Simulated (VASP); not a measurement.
The system is BaS.

```xyz
2
Lattice="0.0000 3.1938 3.1938 3.1938 0.0000 3.1938 3.1938 3.1938 0.0000" Properties=species:S:1:pos:R:3 pbc="T T T"
Ba    0.0000    0.0000    0.0000
S     3.1938    3.1938    3.1938
```

```yaml
Program: VASP 6.6.1
Task: relaxation of cell and atoms
Functional: r2SCAN
Potentials_or_basis: VASP PAW PBE potentials, release 64 (Ba_sv, S)
Cutoff: 600 eV
k_mesh: 8 × 8 × 8
Occupations: fermi-dirac, width 0.02 eV
Spin: no spin polarisation
```

At the start: pressure 1.4 GPa; volume 32.58 Å³/atom.

Task: Where does the relaxation end?

Result: Over 3 steps the energy falls by 4.2 meV/atom and the volume is 33.56 Å³/atom (+3.0 %); space group Fm-3m (No. 225, to 0.1 Å) before and after.

The path:
```
step  energy change (eV)  largest force (eV/Å)  pressure (GPa)  volume (Å³)
   1              0.0000                0.0000            1.42        65.15
   2             -0.0073                0.0000           -0.50        67.91
   3             -0.0085                0.0000            0.00        67.13
```

Final structure:
```
CELL_PARAMETERS angstrom
0.00000 3.22570 3.22570
3.22570 0.00000 3.22570
3.22570 3.22570 0.00000
ATOMIC_POSITIONS crystal
Ba 0.00000 0.00000 0.00000
S 0.50000 0.50000 0.50000
```

Caveat: the PAW data sets were made with another functional, which shifts forces and pressure a little.
